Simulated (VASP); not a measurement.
# SnSe: single point with PBE-based screened hybrid with 30 % exact exchange

System: SnSe, a slab with vacuum.

```
Sn Se
1.0
     4.28533    0.00000    0.00000
     0.00000    4.28533    0.00000
     0.00000    0.00000   10.99069
Sn Se
2 2
Direct
  0.00000 0.50000 0.62777
  0.50000 0.00000 0.37223
  0.00000 0.50000 0.38396
  0.50000 0.00000 0.61604
```

```yaml
Program: VASP 6.6.1
Task: single point
Functional: PBE-based screened hybrid with 30 % exact exchange
Potentials_or_basis: VASP PAW PBE potentials, release 64 (Sn_d, Se)
Cutoff: 520 eV
k_mesh: 3 × 3 × 2
Occupations: fermi-dirac, width 0.05 eV
Spin: no spin polarisation
```

```
Largest force          : 0.301 eV/Å
Band gap on the k mesh : 2.14 eV
```

Forces in eV/Å, atoms in the order of the input:
```
Sn   0.000  0.000 -0.011
Sn   0.000  0.000  0.011
Se   0.000  0.000 -0.301
Se   0.000  0.000  0.301
```

Levels at points of the mesh, in eV from the valence-band top:
```csv
k point,band 16,band 17,band 18,band 19,band 20,band 21,band 22,band 23,band 24,band 25
"(0.00, 0.00, 0.00)",-3.47,-3.47,-1.99,-1.99,-0.38,2.36,4.22,4.48,5.46,5.46
"(0.00, 0.00, 0.50)",-3.47,-3.47,-1.99,-1.99,-0.38,2.16,4.48,5.46,5.46,5.47
```

Wall time 23 min on 1 thread of Intel(R) Xeon(R) Platinum 8375C CPU @ 2.90GHz (Ice Lake) (shared host), peak memory 0.43 GiB.

Caveat: the k points lie up to 0.49 Å⁻¹ apart; there is no dipole correction, which matters where the two faces differ; the PAW data sets were made with another functional, which shifts forces and pressure a little; spin-orbit coupling is left out, which moves the levels of the heavy elements.
